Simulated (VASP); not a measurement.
A run of VASP 6.6.1:

INCAR

```
PREC = Accurate
ENCUT = 500
EDIFF = 1E-6
ISMEAR = 0
SIGMA = 0.1
LREAL = False
LASPH = True
NELM = 120
ALGO = Normal
ISIF = 2
LWAVE = False
LCHARG = False
GGA = PE
NBANDS = 36
GGA_COMPAT = False
```

KPOINTS

```
Automatic mesh
0
Gamma
  6 6 8
```

POSCAR

```
BiSbS4
1.0
    5.7080763334      0.0000000000      0.0000000000
   -2.8540381667      4.9433391115      0.0000000000
    0.0000000000      0.0000000000      5.7554400576
Sb Bi S
1 1 4
Direct
    0.0000000000      0.0000000000      0.5000000000
    0.0000000000      0.0000000000      0.0000000000
    0.3333333333      0.6666666667      0.3286831717
    0.6666666667      0.3333333333      0.3286831717
    0.6666666667      0.3333333333      0.6713168283
    0.3333333333      0.6666666667      0.6713168283
```

Potentials or basis: VASP PAW PBE potentials, release 64 (Sb_d_GW, Bi_d, S).

Command:

```bash
$ cat potpaw_PBE.64/Sb_d_GW/POTCAR potpaw_PBE.64/Bi_d/POTCAR potpaw_PBE.64/S/POTCAR > POTCAR
$ mpirun -np 1 vasp_std > vasp.out
```

Hardware: 1 thread of Intel(R) Xeon(R) 6975P-C (Granite Rapids), with other jobs on the host.

Q: How long does it take, and how much memory?

A: Run time: 2.8 min on 1 thread of Intel(R) Xeon(R) 6975P-C (Granite Rapids), with other jobs on the host, peak memory 0.39 GiB. Counts: scf iterations 14, k points 35.
